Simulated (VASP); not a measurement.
# Sn (P-1) in VASP: a series of runs, part 2 of 2

VASP 6.6.1. The steps go on from the part before.

### Step 3. Single point, PBEsol

This run uses another cell than the first one, of 26.99 Å³/atom, 1.005 times its volume.

INCAR reads:

```
SYSTEM = Sn
PREC = Accurate
ENCUT = 520
EDIFF = 1E-6
ISMEAR = -1
SIGMA = 0.05
LREAL = .FALSE.
LASPH = .TRUE.
NELM = 80
ALGO = Normal
ISIF = 2
LWAVE = .FALSE.
LCHARG = .FALSE.
GGA = PS
NBANDS = 13
```

KPOINTS reads:

```
Automatic mesh
0
G
  7 7 8
  0 0 0
```

POSCAR reads:

```
Sn
1.0
   -1.5876000000      1.7471000000      2.2919200000
    1.7224500000     -1.6939900000      2.3511600000
    1.6247400000      1.7301000000     -2.2515900000
Sn
1
Direct
    0.0000000000      0.0000000000      0.0000000000
```

Potentials or basis: VASP PAW PBE potentials, release 64 (Sn_d).

Run with:

```bash
> cat potpaw_PBE.64/Sn_d/POTCAR > POTCAR
> mpirun -np 1 vasp_std > vasp.out
```

OUTCAR:

```text
SYSTEM = Sn
   PREC = Accurate
   ENCUT = 520
   EDIFF = 1E-6
   ISMEAR = -1
   LREAL = .FALSE.
   LASPH = .TRUE.
   NELM = 80
   ISIF = 2
   GGA = PS

 ion  position               nearest neighbor table
   1  0.000  0.000  0.000-

  LATTYP: Found a triclinic cell.
 ALAT       =     5.8699142546
 B/A-ratio  =     0.5743032807
 C/A-ratio  =     0.8313965223
 COS(alpha) =     0.0125672983
 COS(beta)  =     0.4075730524
 COS(gamma) =     0.8743974108

  Lattice vectors:

 A1 = (  -5.0696400000,   1.6578800000,  -2.4507300000)
 A2 = (  -1.7224500000,   1.6939900000,  -2.3511600000)
 A3 = (  -3.3843300000,  -3.5133100000,  -0.1399000000)

Analysis of symmetry for initial positions (statically):
=====================================================================
 Subroutine PRICEL returns:
 Original cell was already a primitive cell.

 Routine SETGRP: Setting up the symmetry group for a
 triclinic supercell.

 Subroutine GETGRP returns: Found  2 space group operations
 (whereof  2 operations were pure point group operations)
 out of a pool of  2 trial point group operations.

[... 160 lines left out ...]

 val. band max:        8.0272769332   @ k =  -0.4286  -0.2857   0.3750
 cond. band min:       8.0582677404   @ k =  -0.2857  -0.2857   0.1250
 fundamental gap:      0.0309908073
 Fermi energy:         8.0358128566

 k-point     1 :       0.0000    0.0000    0.0000
  band No.  band energies     occupation
      1     -13.4271      2.00000
      2     -13.4017      2.00000
      3     -13.3654      2.00000
      4     -13.3187      2.00000
      5     -13.2974      2.00000
      6      -3.1476      2.00000
      7      15.1344      0.00000
      8      15.5173      0.00000
      9      16.4649      0.00000
     10      19.1162      0.00000
     11      19.1936      0.00000
     12      19.6398      0.00000
     13      20.5437      0.00000
[... 354 lines left out ...]
  band No.  band energies     occupation
      1     -13.4641      2.00000
      2     -13.3860      2.00000
      3     -13.2835      2.00000
      4     -13.2624      2.00000
      5     -13.2255      2.00000
      6       0.6125      2.00000
      7       7.0800      2.00000
      8       9.3308      0.00000
      9      11.7607      0.00000
     10      15.1669      0.00000
     11      16.0236      0.00000
     12      23.6731      0.00000
     13      26.7293      0.00000

 [... further k-points ...]
[... 5 lines left out ...]
  --------------------------------------------------------------------------------------
  -------------------------------------------------------------------------------------
  Total        0.0359058     -0.1337430     -0.3898716      0.2461862     -0.0621939      0.0895906
  in kB        2.1314220     -7.9391749    -23.1433387     14.6139642     -3.6919165      5.3182283
  external PRESSURE =      -9.6503639 kB  Pullay stress =       0.0000000 kB

 VOLUME and BASIS-vectors are now :
 -----------------------------------------------------------------------------
  energy-cutoff  :      520.00
  volume of cell :       26.99
      direct lattice vectors                 reciprocal lattice vectors
    -1.587600000  1.747100000  2.291920000    -0.009394925  0.285224737  0.212384585
     1.722450000 -1.693990000  2.351160000     0.292661834 -0.005526071  0.206937645
     1.624740000  1.730100000 -2.251590000     0.296040746  0.284563176 -0.011852961

 POSITION                                       TOTAL-FORCE (eV/Angst)
 -----------------------------------------------------------------------------------
      0.00000      0.00000      0.00000         0.000000      0.000000      0.000000
 -----------------------------------------------------------------------------------
    total drift:                               -0.000000     -0.000000     -0.000000

  FREE ENERGIE OF THE ION-ELECTRON SYSTEM (eV)
  ---------------------------------------------------
  free  energy   TOTEN  =        -4.2349067517 eV

  energy  without entropy=       -4.2308682220  energy(sigma->0) =       -4.23288749
```

OSZICAR:

```text
N       E                     dE             d eps       ncg     rms          rms(c)
DAV:   1     0.796146979643E+02    0.79615E+02   -0.71755E+03  5295   0.162E+03
DAV:   2     0.135029573684E+01   -0.78264E+02   -0.75712E+02  5407   0.336E+02
DAV:   3    -0.413903785654E+01   -0.54893E+01   -0.54655E+01  6070   0.729E+01
DAV:   4    -0.425168411950E+01   -0.11265E+00   -0.11262E+00  6376   0.111E+01
DAV:   5    -0.425544486299E+01   -0.37607E-02   -0.37606E-02  6559   0.199E+00    0.136E+00
DAV:   6    -0.423992649585E+01    0.15518E-01   -0.16065E-02  6617   0.225E+00    0.726E-01
DAV:   7    -0.423519198118E+01    0.47345E-02   -0.89375E-03  6627   0.158E+00    0.114E-01
DAV:   8    -0.423490651248E+01    0.28547E-03   -0.72986E-04  6352   0.466E-01    0.188E-02
DAV:   9    -0.423490641059E+01    0.10189E-06   -0.14606E-05  7277   0.483E-02    0.109E-02
DAV:  10    -0.423490675166E+01   -0.34106E-06   -0.79808E-07  4476   0.120E-02
   1 F= -.42349068E+01 E0= -.42328875E+01  d E =-.403853E-02
```

stdout:

```text
POSCAR found type information on POSCAR Sn
 POSCAR found :  1 types and       1 ions
 scaLAPACK will be used
 -----------------------------------------------------------------------------
|                                                                             |
|                                                                             |
|     You enforced a specific xc type in the INCAR file but a different       |
|     I HOPE YOU KNOW WHAT YOU ARE DOING!                                     |
|                                                                             |
 -----------------------------------------------------------------------------

 LDA part: xc-table for (Slater+PW92), standard interpolation
 POSCAR, INCAR and KPOINTS ok, starting setup
 FFT: planning ... GRIDC
 FFT: planning ... GRID_SOFT
 FFT: planning ... GRID
 WAVECAR not read
 entering main loop
```

Run time: 26 s. Hardware: 1 thread of Intel Xeon Platinum 8488C (Sapphire Rapids), shared host; peak memory 0.19 GiB.

Results:

```yaml
Free_energy: -4.2349 eV
Pressure: -1.0 GPa
Band_gap_on_the_k_mesh: zero (band 7 reaches 15.13 eV, above the bottom of band 8 at 6.16 eV)
```

Levels at points of the mesh, in eV from the Fermi level:
| k point | band 5 | band 6 | band 7 | band 8 | band 9 | band 10 |
| --- | --- | --- | --- | --- | --- | --- |
| (0.00, 0.00, 0.00) | -21.33 | -11.18 | 7.10 | 7.48 | 8.43 | 11.08 |
| (0.00, 0.00, 0.50) | -21.24 | -5.20 | -3.84 | 2.06 | 2.79 | 5.60 |

Caveat: the PAW data sets were made with another functional, which shifts forces and pressure a little; spin-orbit coupling is left out, which moves the levels of the heavy elements.

### Step 4. Single point, PBEsol

This run uses another cell than the first one, of 27.13 Å³/atom, 1.010 times its volume.

INCAR reads:

```
SYSTEM = Sn
  PREC = Accurate
  ENCUT = 520
  EDIFF = 1E-6
  ISMEAR = -1
  SIGMA = 0.05
  LREAL = .FALSE.
  LASPH = .TRUE.
  NELM = 100
  ALGO = Normal
  ISIF = 2
  LWAVE = .FALSE.
  LCHARG = .FALSE.
  GGA = PS
  NBANDS = 13
```

KPOINTS reads:

```
regular mesh
0
G
  7 7 8
  0 0 0
```

POSCAR reads:

```
Sn
1.0
   -1.5902416022      1.7500069937      2.2957335178
    1.7253159787     -1.6968086242      2.3550720871
    1.6274433993      1.7329787075     -2.2553364129
Sn
1
Direct
    0.0000000000      0.0000000000      0.0000000000
```

Run with:

```bash
> cat potpaw_PBE.64/Sn_d/POTCAR > POTCAR
> mpirun -np 1 vasp_std > vasp.out
```

It took 30 s on 1 thread of Intel Xeon Platinum 8488C (Sapphire Rapids), shared host; peak memory 0.19 GiB.

Results (log left out):

* Free energy: -4.2340 eV
* Pressure: -1.2 GPa
* Band gap on the k mesh: zero (band 7 reaches 15.04 eV, above the bottom of band 8 at 6.11 eV)

Stress tensor (GPa, compression positive):
```
-0.06  1.44  0.51
 1.44 -1.03 -0.36
 0.51 -0.36 -2.54
```

Levels at points of the mesh, in eV from the Fermi level:
```csv
k point,band 3,band 4,band 5,band 6,band 7,band 8,band 9,band 10,band 11,band 12
"(0.00, 0.00, 0.00)",-21.40,-21.35,-21.33,-11.14,7.06,7.44,8.39,11.07,11.13,11.57
"(0.00, 0.00, 0.50)",-21.28,-21.25,-21.24,-5.20,-3.82,2.06,2.78,5.59,6.32,19.96
```

Caveat: the PAW data sets were made with another functional, which shifts forces and pressure a little; spin-orbit coupling is left out, which moves the levels of the heavy elements.

### Step 5. Overview

```tsv
cell	gap on the mesh (eV)	pressure (GPa)
a = 3.285, b = 3.365, c = 3.266 Å, angles 119.5, 116.0, 91.6°, 1 atom	none	-0.7
a = 3.290, b = 3.371, c = 3.271 Å, angles 119.5, 116.0, 91.6°, 1 atom	none	-1.0
a = 3.296, b = 3.377, c = 3.277 Å, angles 119.5, 116.0, 91.6°, 1 atom	none	-1.2
```

Alike in all rows: task single point; level PBEsol; potentials or basis VASP PAW PBE potentials, release 64 (Sn_d); no spin polarisation; k mesh 7 × 7 × 8; cutoff (eV) 520; smearing fermi-dirac 0.05 eV.

Caveats: the PAW data sets were made with another functional, which shifts forces and pressure a little; spin-orbit coupling is left out, which moves the levels of the heavy elements.

Absolute energies hang on the potentials; compare differences alone.
